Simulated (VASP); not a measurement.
Write the native input for VASP 6.6.1 that does the following.

```
Task                   : single point
Functional             : PBE
Potentials or basis    : VASP PAW PBE potentials, release 64 (Ni, O)
Cutoff                 : 520 eV
k mesh                 : 11 × 11 × 11
Occupations            : fermi-dirac, width 0.05 eV
Spin                   : collinear spin, ferromagnetic start
Starting moments       : [1.0, 0.0] μB
Dipole correction      : no
Further INCAR settings : ALGO = Normal; EDIFF = 1e-06; NBANDS = 19
```

The structure of NiO lies in POSCAR:

```
NiO
1.0
    0.0000000000      2.0885581211      2.0885581211
    2.0885581211      0.0000000000      2.0885581211
    2.0885581211      2.0885581211      0.0000000000
Ni O
1 1
Direct
    0.0000000000      0.0000000000      0.0000000000
    0.5000000000      0.5000000000      0.5000000000
```

The input as run:

INCAR

```
SYSTEM = NiO
  PREC = Accurate
  ENCUT = 520
  EDIFF = 1E-6
  ISMEAR = -1
  SIGMA = 0.05
  LREAL = .False.
  LASPH = .True.
  NELM = 150
  ALGO = Normal
  ISIF = 2
  LWAVE = .False.
  LCHARG = .False.
  ISPIN = 2
  MAGMOM = 1 0
  LORBIT = 11
  LMAXMIX = 4
  GGA = PE
  NBANDS = 19
```

KPOINTS

```
Automatic mesh
0
Gamma
  11 11 11
  0 0 0
```

Potentials or basis: VASP PAW PBE potentials, release 64 (Ni, O).

The run is started by

```bash
$ cat potpaw_PBE.64/Ni/POTCAR potpaw_PBE.64/O/POTCAR > POTCAR
$ mpirun -np 1 vasp_std > vasp.out
```

Results of the run:

```yaml
Pressure: 4.4 GPa
Net_moment: 1.69 μB per cell
Site_moments: Ni +1.39; O +0.25 μB
Valence_electrons_inside_the_program's_atomic_spheres: Ni 8.99; O 4.98
```

Caveat: a cell with one magnetic atom can't hold antiferromagnetic order, which such compounds often take.

It took 29 s on 1 thread of Intel(R) Xeon(R) Platinum 8259CL CPU @ 2.50GHz (Skylake/Cascade Lake) (shared host), peak memory 0.17 GiB.
